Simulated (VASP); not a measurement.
Here is a VASP 6.6.1 calculation.

The input INCAR:

```
SYSTEM = AlN
PREC     = Accurate       ! precision mode
ENCUT    = 520            ! plane-wave cutoff, eV
EDIFF    = 1E-6           ! SCF threshold, eV
ISMEAR   = 0              ! smearing method
SIGMA    = 0.05           ! smearing width, eV
LREAL    = .False.        ! projectors in reciprocal space
LASPH    = .True.         ! aspherical terms in the spheres
NELM     = 60             ! most SCF steps
ALGO     = Normal         ! electronic algorithm
ISIF     = 2              ! what is computed and relaxed
LWAVE    = .False.        ! write WAVECAR
LCHARG   = .False.        ! write CHGCAR
GGA      = CA             ! functional
IBRION   = 2              ! ionic algorithm
NSW      = 80             ! ionic steps
EDIFFG   = -0.003         ! ionic threshold
```

KPOINTS

```
regular mesh
0
Gamma
  8 8 5
  0 0 0
```

POSCAR

```
AlN
1.0
    3.0923340000      0.0000000000      0.0000000000
   -1.5461670000      2.6780398000      0.0000000000
    0.0000000000      0.0000000000      4.9810000000
Al N
2 2
Direct
    0.3333333333      0.6666666667      0.0000000000
    0.6666666667      0.3333333333      0.5000000000
    0.3333333333      0.6666666667      0.3820000000
    0.6666666667      0.3333333333      0.8820000000
```

Potentials or basis: VASP PAW LDA potentials, release 64 (Al, N).

Launch:

```bash
$ cat potpaw_LDA.64/Al/POTCAR potpaw_LDA.64/N/POTCAR > POTCAR
$ mpirun -np 1 vasp_std > vasp.out
```

(1) Estimate the band gap on the k mesh.

(2) What does it give for the energy gained by relaxing?

Answers

(1) 4.37 eV, direct.

(2) 0.1 meV/atom.
